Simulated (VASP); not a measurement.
# ZnGe2N2 (P-6m2) in VASP: further runs, part 2 of 2

VASP 6.6.1. Earlier steps stand in the parts before.

### 3 Single point, PBE

This run uses another cell than the first one, of 18.05 Å³/atom.

The input, INCAR:

```
SYSTEM = ZnGe2N2
PREC = Accurate
ENCUT = 520
EDIFF = 1E-6
ISMEAR = 0
SIGMA = 0.1
LREAL = .FALSE.
LASPH = .TRUE.
NELM = 60
ALGO = Normal
ISIF = 2
LWAVE = .FALSE.
LCHARG = .FALSE.
GGA = PE
NBANDS = 33
```

The input, KPOINTS:

```
Automatic mesh
0
G
  6 6 4
  0 0 0
```

The input, POSCAR:

```
ZnGe2N2
1.0
    4.9383803800      0.0000000000      0.0000000000
   -2.4691901900      4.2767628700      0.0000000000
    0.0000000000      0.0000000000      4.2724389100
Zn Ge N
1 2 2
Direct
    0.3333333300      0.6666666700      0.5000000000
    0.0000000000      0.0000000000      0.0000000000
    0.0000000000      0.0000000000      0.5000000000
    0.6666666700      0.3333333300      0.5000000000
    0.3333333300      0.6666666700      0.0000000000
```

Potentials or basis: VASP PAW PBE potentials, release 64 (Zn, Ge_d, N).

On the command line:

```
$ cat potpaw_PBE.64/Zn/POTCAR potpaw_PBE.64/Ge_d/POTCAR potpaw_PBE.64/N/POTCAR > POTCAR
$ mpirun -np 1 vasp_std > vasp.out
```

OUTCAR:

```text
SYSTEM = ZnGe2N2
   PREC = Accurate
   ENCUT = 520
   EDIFF = 1E-6
   ISMEAR = 0
   LREAL = .FALSE.
   LASPH = .TRUE.
   NELM = 60
   ISIF = 2
   GGA = PE

 ion  position               nearest neighbor table
   1  0.333  0.667  0.500-   5 2.14   5 2.14   3 2.85   3 2.85   3 2.85
   2  0.000  0.000  0.000-   3 2.14   3 2.14
   3  0.000  0.000  0.500-   2 2.14   2 2.14   1 2.85   1 2.85   1 2.85
   4  0.667  0.333  0.500-
   5  0.333  0.667  0.000-   1 2.14   1 2.14

  LATTYP: Found a hexagonal cell.
 ALAT       =     4.9383803800
 C/A-ratio  =     0.8651498227

  Lattice vectors:

 A1 = (   4.9383803800,   0.0000000000,   0.0000000000)
 A2 = (  -2.4691901900,   4.2767628700,   0.0000000000)
 A3 = (   0.0000000000,   0.0000000000,   4.2724389100)

Analysis of symmetry for initial positions (statically):
=====================================================================
 Subroutine PRICEL returns:
 Original cell was already a primitive cell.

 Routine SETGRP: Setting up the symmetry group for a
 hexagonal supercell.

 Subroutine GETGRP returns: Found 12 space group operations
 (whereof 12 operations were pure point group operations)
 out of a pool of 24 trial point group operations.

The static configuration has the point symmetry D_3h.

Analysis of symmetry for dynamics (positions and initial velocities):
=====================================================================
 Subroutine PRICEL returns:
 Original cell was already a primitive cell.

 Routine SETGRP: Setting up the symmetry group for a
 hexagonal supercell.

 Subroutine GETGRP returns: Found 12 space group operations
 (whereof 12 operations were pure point group operations)
 out of a pool of 24 trial point group operations.

The dynamic configuration has the point symmetry D_3h.

 Subroutine INISYM returns: Found 12 space group operations
[... 117 lines left out ...]
   IMIX   =      4    mixing-type and parameters
     AMIX     =   0.40;   BMIX     =  1.00
     AMIX_MAG =   1.60;   BMIX_MAG =  1.00
  volume/ion in A,a.u.               =      18.05       121.79
  Fermi-wavevector in a.u.,A,eV,Ry     =   1.344641  2.541003 24.600137  1.808059
  Thomas-Fermi vector in A             =   2.472618
   LORBIT       =      0    0 simple, 1 ext, 2 COOP (PROOUT), +10 PAW based schemes
   GGA     = PE    functional components
   LHFCALC =     F    Hartree Fock is set to
   AEXX    =    0.0000 exact exchange contribution
   IVDW    =     0    specifies the selected vdW correction
   LEPSILON=     F    determine dielectric tensor
   LRPA    =     F    only Hartree local field effects (RPA)
 non-spin polarized calculation
 Gauss-broadening in eV      SIGMA  =   0.10
  energy-cutoff  :      520.00
  volume of cell :       90.24
 maximum number of plane-waves:      2448
 NGX is ok and might be reduce to    40
   NGX = 19   NGY = 19   NGZ = 15

 number of electron      49.9999990 magnetization

 Free energy of the ion-electron system (eV)
  ---------------------------------------------------
  ext. energy  EPLUGINS =         0.00000000
  ---------------------------------------------------
  free energy    TOTEN  =       -17.07604856 eV

  energy without entropy =      -17.04690238  energy(sigma->0) =      -17.06147547

 E-fermi :   2.3238     XC(G=0):  -9.8795

 val. band max:        2.3208898516   @ k =   0.3333   0.1667   0.0000
 cond. band min:       2.3564411152   @ k =   0.3333   0.0000   0.0000
 fundamental gap:      0.0355512636
 Fermi energy:         2.3238204478

 k-point     1 :       0.0000    0.0000    0.0000
  band No.  band energies     occupation
      1     -23.8179      2.00000
      2     -23.3321      2.00000
      3     -23.3320      2.00000
      4     -23.1114      2.00000
      5     -23.1114      2.00000
      6     -22.9605      2.00000
[... 745 lines left out ...]
     32       9.6587      0.00000
     33      10.3320      0.00000

------------------------ aborting loop because EDIFF is reached ----------------------------------------

  FORCE on cell =-STRESS in cart. coord.  units (eV):
  Direction    XX          YY          ZZ          XY          YZ          ZX
  --------------------------------------------------------------------------------------
  -------------------------------------------------------------------------------------
  Total       -9.8502306     -9.8502307     11.8222700      0.0000000      0.0000000      0.0000000
  in kB     -174.8966174   -174.8966180    209.9113325      0.0000000      0.0000000      0.0000000
  external PRESSURE =     -46.6273010 kB  Pullay stress =       0.0000000 kB

 VOLUME and BASIS-vectors are now :
 -----------------------------------------------------------------------------
  energy-cutoff  :      520.00
  volume of cell :       90.24
      direct lattice vectors                 reciprocal lattice vectors
     4.938380380  0.000000000  0.000000000     0.202495540  0.116910854  0.000000000
    -2.469190190  4.276762870  0.000000000     0.000000000  0.233821708  0.000000000
     0.000000000  0.000000000  4.272438910     0.000000000  0.000000000  0.234058350

 POSITION                                       TOTAL-FORCE (eV/Angst)
 -----------------------------------------------------------------------------------
     -0.00000      2.85118      2.13622         0.000000     -0.000000      0.000000
      0.00000      0.00000      0.00000        -0.000000      0.000000      0.000000
      0.00000      0.00000      2.13622        -0.000000      0.000000      0.000000
      2.46919      1.42559      2.13622        -0.000000      0.000000      0.000000
     -0.00000      2.85118      0.00000        -0.000000     -0.000000      0.000000
 -----------------------------------------------------------------------------------
    total drift:                                0.000010     -0.000006     -0.000000

  FREE ENERGIE OF THE ION-ELECTRON SYSTEM (eV)
  ---------------------------------------------------
  free  energy   TOTEN  =       -17.0760485614 eV

  energy  without entropy=      -17.0469023764  energy(sigma->0) =      -17.06147547
```

OSZICAR:

```text
N       E                     dE             d eps       ncg     rms          rms(c)
DAV:   1     0.462247228791E+03    0.46225E+03   -0.24304E+04  1619   0.346E+03
DAV:   2     0.640093703065E+02   -0.39824E+03   -0.38193E+03  1394   0.790E+02
DAV:   3    -0.148104444186E+02   -0.78820E+02   -0.76398E+02  1621   0.198E+02
DAV:   4    -0.198279040092E+02   -0.50175E+01   -0.49647E+01  1552   0.586E+01
DAV:   5    -0.199463642764E+02   -0.11846E+00   -0.11829E+00  1712   0.926E+00    0.106E+01
DAV:   6    -0.198763240484E+02    0.70040E-01   -0.31826E+01  1914   0.477E+01    0.131E+01
DAV:   7    -0.176178570163E+02    0.22585E+01   -0.13805E+01  1784   0.161E+01    0.746E+00
DAV:   8    -0.171326849106E+02    0.48517E+00   -0.25344E+00  1629   0.563E+00    0.307E+00
DAV:   9    -0.170855016054E+02    0.47183E-01   -0.28850E-01  1839   0.510E+00    0.101E+00
DAV:  10    -0.170753112182E+02    0.10190E-01   -0.37854E-02  1998   0.225E+00    0.266E-01
DAV:  11    -0.170758063249E+02   -0.49511E-03   -0.64394E-03  1766   0.967E-01    0.149E-01
DAV:  12    -0.170760487271E+02   -0.24240E-03   -0.72744E-04  1840   0.369E-01    0.495E-02
DAV:  13    -0.170760409160E+02    0.78111E-05   -0.12207E-04  1966   0.194E-01    0.176E-02
DAV:  14    -0.170760484525E+02   -0.75365E-05   -0.33836E-05  1873   0.561E-02    0.574E-03
DAV:  15    -0.170760485614E+02   -0.10888E-06   -0.14840E-06  1287   0.119E-02
   1 F= -.17076049E+02 E0= -.17061475E+02  d E =-.291462E-01
```

Run time: 53 s. Hardware: 1 thread of Intel Xeon Platinum 8124M at 3.00GHz (Skylake/Cascade Lake), shared host; peak memory 0.24 GiB.

What came out:

| Item | Value |
| --- | --- |
| Free energy | -17.0760 eV |
| Pressure | -4.7 GPa |
| Band gap on the k mesh | zero (bands 25 and 26 overlap by 0.32 eV) |

Stress tensor (GPa, compression positive):
```
-17.49   0.00   0.00
  0.00 -17.49   0.00
  0.00   0.00  20.99
```

Levels at points of the mesh, in eV from the Fermi level:
| k point | band 23 | band 24 | band 25 | band 26 | band 27 | band 28 |
| --- | --- | --- | --- | --- | --- | --- |
| (0.00, 0.00, 0.00) | -1.95 | -1.68 | -1.68 | 0.22 | 1.02 | 1.02 |
| (0.50, 0.00, 0.00) | -2.07 | -1.19 | -0.54 | -0.04 | 1.02 | 1.46 |
| (0.00, 0.00, 0.50) | -1.40 | -1.40 | -0.33 | 0.14 | 0.14 | 1.57 |
| (0.50, 0.00, 0.50) | -1.73 | -0.09 | 0.20 | 1.20 | 1.74 | 1.99 |

Caveat: the k points lie up to 0.37 Å⁻¹ apart.

### 4 Single point, PBE

This run uses another cell than the first one, of 14.00 Å³/atom.

The input, INCAR:

```
PREC = Accurate
ENCUT = 520
EDIFF = 1E-6
ISMEAR = 0
SIGMA = 0.1
LREAL = F
LASPH = T
NELM = 60
ALGO = Normal
ISIF = 2
LWAVE = F
LCHARG = T
GGA = PE
LELF = T
LVHAR = T
NBANDS = 33
```

The input, KPOINTS:

```
regular mesh
0
Gamma
  12 12 8
```

The input, POSCAR:

```
ZnGe2N2
1.0
    3.9863877773      0.0000000000      0.0000000000
   -1.9931938886      3.4523130845      0.0000000000
    0.0000000000      0.0000000000      5.0880070884
Zn Ge N
1 2 2
Direct
    0.3333333333      0.6666666667      0.5000000000
    0.0000000000      0.0000000000      0.0000000000
    0.0000000000      0.0000000000      0.5000000000
    0.6666666667      0.3333333333      0.5000000000
    0.3333333333      0.6666666667      0.0000000000
```

On the command line:

```
$ cat potpaw_PBE.64/Zn/POTCAR potpaw_PBE.64/Ge_d/POTCAR potpaw_PBE.64/N/POTCAR > POTCAR
$ mpirun -np 1 vasp_std > vasp.out
```

Wall time 2.9 min (1 thread of Intel Xeon Platinum 8124M at 3.00GHz (Skylake/Cascade Lake), shared host); peak memory 0.32 GiB.

It converged, with:

```
Free energy            : -20.9260 eV
Pressure               : 0.3 GPa
Band gap on the k mesh : zero (bands 25 and 26 overlap by 0.78 eV)
```

Stress tensor (GPa, compression positive):
```
0.44 0.00 0.00
0.00 0.44 0.00
0.00 0.00 0.03
```

Levels at points of the mesh, in eV from the Fermi level:
| k point | band 21 | band 22 | band 23 | band 24 | band 25 | band 26 | band 27 | band 28 | band 29 | band 30 |
| --- | --- | --- | --- | --- | --- | --- | --- | --- | --- | --- |
| (0.00, 0.00, 0.00) | -2.65 | -2.65 | -2.28 | -2.28 | -0.20 | 0.89 | 1.02 | 1.02 | 4.27 | 4.60 |
| (0.50, 0.00, 0.00) | -3.48 | -2.78 | -2.43 | -2.29 | -0.40 | -0.30 | 2.45 | 4.50 | 4.63 | 7.11 |
| (0.00, 0.00, 0.50) | -2.61 | -1.97 | -1.97 | -1.35 | -0.94 | 0.54 | 0.54 | 2.39 | 3.42 | 3.81 |
| (0.50, 0.00, 0.50) | -4.18 | -2.81 | -1.98 | -0.50 | -0.26 | 2.39 | 3.67 | 4.29 | 4.30 | 4.53 |

### 5 Relaxation of cell and atoms, PBE

This run uses another cell than the first one, of 18.05 Å³/atom.

The input, INCAR:

```
SYSTEM = ZnGe2N2
PREC = Accurate
ENCUT = 600
EDIFF = 1E-6
ISMEAR = 0
SIGMA = 0.1
LREAL = .FALSE.
LASPH = .TRUE.
NELM = 80
ALGO = Normal
ISIF = 3
LWAVE = .FALSE.
LCHARG = .FALSE.
GGA = PE
IBRION = 2
NSW = 90
EDIFFG = -0.04
```

The input, KPOINTS:

```
regular mesh
0
G
  6 6 4
  0 0 0
```

The input, POSCAR:

```
ZnGe2N2
1.0
    4.9383803800      0.0000000000      0.0000000000
   -2.4691901900      4.2767628700      0.0000000000
    0.0000000000      0.0000000000      4.2724389100
Zn Ge N
1 2 2
Direct
    0.3333333300      0.6666666700      0.5000000000
    0.0000000000      0.0000000000      0.0000000000
    0.0000000000      0.0000000000      0.5000000000
    0.6666666700      0.3333333300      0.5000000000
    0.3333333300      0.6666666700      0.0000000000
```

On the command line:

```
$ cat potpaw_PBE.64/Zn/POTCAR potpaw_PBE.64/Ge_d/POTCAR potpaw_PBE.64/N/POTCAR > POTCAR
$ mpirun -np 1 vasp_std > vasp.out
```

It took 5.8 min on 1 thread of Intel Xeon Platinum 8124M at 3.00GHz (Skylake/Cascade Lake), shared host; peak memory 0.28 GiB.

The run converged. Its results:

| Item | Value |
| --- | --- |
| Free energy | -20.9561 eV |
| Relaxed volume | 13.98 Å³/atom |
| Relaxed cell | a = 3.981 Å, b = 3.981 Å, c = 5.094 Å, α = 90.00°, β = 90.00°, γ = 120.00° |
| Space group after relaxing (to 0.1 Å) | P-6m2 (No. 187) |
| Energy gained by relaxing | 775.5 meV/atom |
| Ionic steps | 8 |
| Pressure after relaxing | 0.1 GPa |
| Band gap on the k mesh | zero (bands 25 and 26 overlap by 0.73 eV) |

Stress tensor (GPa, compression positive):
```
 0.43  0.00  0.00
 0.00  0.43  0.00
 0.00  0.00 -0.44
```

The path:
```
step  energy change (eV)  largest force (eV/Å)  pressure (GPa)  volume (Å³)
   1              0.0000                0.0000           -4.71        90.24
   2             -2.6507                0.0000          -10.55        82.26
   3             -3.8121                0.0000           -5.01        73.93
   4             -3.8400                0.0000           -2.38        72.40
   5             -3.8390                0.0000           -3.34        72.90
   6             -3.8627                0.0000            1.79        69.02
   7             -3.8687                0.0000            0.12        70.19
   8             -3.8777                0.0000            0.14        69.90
```

Final structure:
```xyz
5
Lattice="3.9806 0.0000 0.0000 -1.9903 3.4473 0.0000 0.0000 0.0000 5.0938" Properties=species:S:1:pos:R:3 pbc="T T T"
Zn    0.0000    2.2982    2.5469
Ge    0.0000    0.0000    5.0938
Ge    0.0000    0.0000    2.5469
N     1.9903    1.1491    2.5469
N     0.0000    2.2982    5.0938
```

Levels at points of the mesh, in eV from the Fermi level:
| k point | band 22 | band 23 | band 24 | band 25 | band 26 | band 27 | band 28 | band 29 |
| --- | --- | --- | --- | --- | --- | --- | --- | --- |
| (0.00, 0.00, 0.00) | -2.64 | -2.26 | -2.26 | -0.16 | 0.96 | 1.04 | 1.04 | 4.32 |
| (0.50, 0.00, 0.00) | -2.76 | -2.42 | -2.25 | -0.35 | -0.26 | 2.49 | 4.55 | 4.68 |
| (0.00, 0.00, 0.50) | -1.95 | -1.95 | -1.31 | -0.91 | 0.57 | 0.57 | 2.43 | 3.45 |
| (0.50, 0.00, 0.50) | -2.79 | -1.94 | -0.48 | -0.23 | 2.42 | 3.69 | 4.31 | 4.35 |

Caveat: the k points lie up to 0.31 Å⁻¹ apart in the final cell, too coarse for converged energies and pressures of a metal; the volume moved by over 15 % at a fixed basis, so the end points are rough.

### 6 Relaxation of cell and atoms, PBE

The input, INCAR:

```
SYSTEM = ZnGe2N2
  ALGO = Normal
  EDIFF = 1E-6
  EDIFFG = -0.01
  ENCUT = 600
  GGA = PE
  IBRION = 2
  ISIF = 3
  ISMEAR = 0
  LASPH = .True.
  LCHARG = .False.
  LREAL = .False.
  LWAVE = .False.
  NELM = 100
  NSW = 100
  PREC = Accurate
  SIGMA = 0.1
```

The input, KPOINTS:

```
k-points
0
Gamma
  12 12 8
  0 0 0
```

The input, POSCAR:

```
ZnGe2N2
1.0
    3.9811997772      0.0000000000      0.0000000000
   -1.9905998886      3.4478201446      0.0000000000
    0.0000000000      0.0000000000      5.0839754706
Zn Ge N
1 2 2
Direct
    0.3333333333      0.6666666667      0.5000000000
    0.0000000000      0.0000000000      0.0000000000
    0.0000000000      0.0000000000      0.5000000000
    0.6666666667      0.3333333333      0.5000000000
    0.3333333333      0.6666666667      0.0000000000
```

Potentials or basis: VASP PAW PBE potentials, release 64 (Zn, Ge_d, N).

On the command line:

```
$ cat potpaw_PBE.64/Zn/POTCAR potpaw_PBE.64/Ge_d/POTCAR potpaw_PBE.64/N/POTCAR > POTCAR
$ mpirun -np 1 vasp_std > vasp.out
```

Run time: 10 min. Hardware: 1 thread of Intel Xeon Platinum 8124M at 3.00GHz (Skylake/Cascade Lake), shared host; peak memory 0.37 GiB.

The run converged. Its results:

```yaml
Free_energy: -20.9289 eV
Relaxed_volume: 14.03 Å³/atom
Relaxed_cell: a = 3.990 Å, b = 3.990 Å, c = 5.087 Å, α = 90.00°, β = 90.00°, γ = 120.00°
Space_group_after_relaxing_to_0.1_Å: P-6m2 (No. 187)
Energy_gained_by_relaxing: 0.2 meV/atom
Ionic_steps: 6
Pressure_after_relaxing: 0.0 GPa
Band_gap_on_the_k_mesh: zero (bands 25 and 26 overlap by 0.78 eV)
```

Stress tensor (GPa, compression positive):
```
 0.08  0.00  0.00
 0.00  0.08  0.00
 0.00  0.00 -0.02
```

The path:
```csv
step,energy change (eV),largest force (eV/Å),pressure (GPa),volume (Å³)
1,0.0000,0.0000,0.61,69.78
2,-0.0008,0.0000,-0.33,70.32
3,-0.0009,0.0000,-0.12,70.16
4,-0.0009,0.0000,0.15,70.12
5,-0.0009,0.0000,-0.05,70.15
6,-0.0009,0.0000,0.05,70.14
```

Final structure:
```xyz
5
Lattice="3.9904 0.0000 0.0000 -1.9952 3.4558 0.0000 0.0000 0.0000 5.0865" Properties=species:S:1:pos:R:3 pbc="T T T"
Zn    0.0000    2.3038    2.5433
Ge    0.0000    0.0000    0.0000
Ge    0.0000    0.0000    2.5433
N     1.9952    1.1519    2.5433
N     0.0000    2.3038    0.0000
```

Levels at points of the mesh, in eV from the Fermi level:
| k point | band 22 | band 23 | band 24 | band 25 | band 26 | band 27 | band 28 | band 29 |
| --- | --- | --- | --- | --- | --- | --- | --- | --- |
| (0.00, 0.00, 0.00) | -2.64 | -2.27 | -2.27 | -0.20 | 0.88 | 1.02 | 1.02 | 4.25 |
| (0.50, 0.00, 0.00) | -2.78 | -2.41 | -2.28 | -0.40 | -0.30 | 2.45 | 4.49 | 4.62 |
| (0.00, 0.00, 0.50) | -1.96 | -1.96 | -1.34 | -0.94 | 0.54 | 0.54 | 2.39 | 3.43 |
| (0.50, 0.00, 0.50) | -2.80 | -1.98 | -0.49 | -0.25 | 2.39 | 3.68 | 4.29 | 4.29 |

### 7 The runs side by side

```tsv
task	cell	k mesh	cutoff (eV)	gap on the mesh (eV)	pressure (GPa)	relaxed volume (Å³/atom)
single point	a = 3.981, b = 3.981, c = 5.084 Å, angles 90.0, 90.0, 120.0°, 5 atoms	6 × 6 × 4	520	none	0.3	-
single point	a = 4.938, b = 4.938, c = 4.272 Å, angles 90.0, 90.0, 120.0°, 5 atoms	6 × 6 × 4	520	none	-4.7	-
single point	a = 3.986, b = 3.986, c = 5.088 Å, angles 90.0, 90.0, 120.0°, 5 atoms	12 × 12 × 8	520	none	0.3	-
relaxation of cell and atoms	relaxed from a = 4.938, b = 4.938, c = 4.272 Å, angles 90.0, 90.0, 120.0°, 5 atoms	6 × 6 × 4	600	none	0.1	13.98
relaxation of cell and atoms	relaxed from a = 3.981, b = 3.981, c = 5.084 Å, angles 90.0, 90.0, 120.0°, 5 atoms	12 × 12 × 8	600	none	0.0	14.03
```

Alike in all rows: level PBE; potentials or basis VASP PAW PBE potentials, release 64 (Zn, Ge_d, N); no spin polarisation; smearing gaussian 0.1 eV.

Caveats: some runs use coarse meshes; the volume moved by over 15 % at a fixed basis, so the end points are rough (at least some runs).

Absolute energies hang on the potentials; compare differences alone.

The gap in the log of VASP goes by the Fermi energy; the results here count the filled bands.